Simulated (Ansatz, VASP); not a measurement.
## Two plane-wave programs on CdTe

Contents of POSCAR:

```
CdTe
1.0
    0.0000000000      3.0969279945      3.0969279945
    3.0969279945      0.0000000000      3.0969279945
    3.0969279945      3.0969279945      0.0000000000
Cd Te
1 1
Direct
    0.0000000000      0.0000000000      0.0000000000
    0.5000000000      0.5000000000      0.5000000000
```

INCAR.step1

```
SYSTEM = CdTe
ALGO = Normal
EDIFF = 1E-4
ENCUT = 520
GGA = PE
ISMEAR = -1
LASPH = .TRUE.
LCHARG = .FALSE.
LREAL = .FALSE.
LWAVE = .TRUE.
NBANDS = 16
NELM = 80
PREC = Accurate
SIGMA = 0.03
```

File INCAR.step2:

```
SYSTEM = CdTe
ALGO = Normal
EDIFF = 1E-8
ENCUT = 520
ISIF = 2
ISMEAR = -1
ISTART = 1
LASPH = .TRUE.
LCHARG = .FALSE.
LEFG = .TRUE.
LMIXTAU = .TRUE.
LREAL = .FALSE.
LWAVE = .FALSE.
METAGGA = R2SCAN
NBANDS = 16
NELM = 80
PREC = Accurate
SIGMA = 0.03
```

File KPOINTS:

```
k-points
0
G
  10 10 10
  0 0 0
```

Input for Ansatz:

```yaml
crystal:
  lattice:
    - [0.0, 3.0969279945, 3.0969279945]
    - [3.0969279945, 0.0, 3.0969279945]
    - [3.0969279945, 3.0969279945, 0.0]
  atoms:
    - { symbol: Cd, position: [0.0, 0.0, 0.0] }
    - { symbol: Te, position: [0.5, 0.5, 0.5] }
kpoints:
  mp_grid: { grid: [10, 10, 10] }
scf:
  occupations: { method: fermi_dirac, width: 0.03 }
hamiltonian:
  xc: r2scan
  pseudopotentials: { kind: paw }
output:
  forces: true
  stress: true
  eigenvalues: true
  efg: { contact_densities: true }
```

Change from the starting cell: volume scaled by 1.03, PAW files.

Alike in both runs: task electric field gradients; functional r2SCAN; k mesh 10 × 10 × 10; occupations fermi-dirac, width 0.03 eV; no spin polarisation.

|  | VASP | Ansatz |
| --- | --- | --- |
| version | VASP 6.6.1 | Ansatz 0.2.0 |
| potentials or method | VASP PAW PBE potentials, release 64 (Cd, Te) | PAW with Ansatz's default frozen-core files, scalar-relativistic |
| plane-wave cutoff (eV) | 520 | 500 |
| valence electrons in the cell | 18 | 36 |

|  | VASP | Ansatz | Ansatz less VASP |
| --- | --- | --- | --- |
| pressure (GPa) | -2.4 | -2.6 | -0.15 |

VASP's potentials were made for PBE, not for r2SCAN. With one functional, cell and mesh, what is left measures potentials, basis and numerics. VASP's potentials hold 18 valence electrons a cell and Ansatz's 36, so a difference there can come from the potentials and not from the codes.

Neither program's run includes spin-orbit coupling.
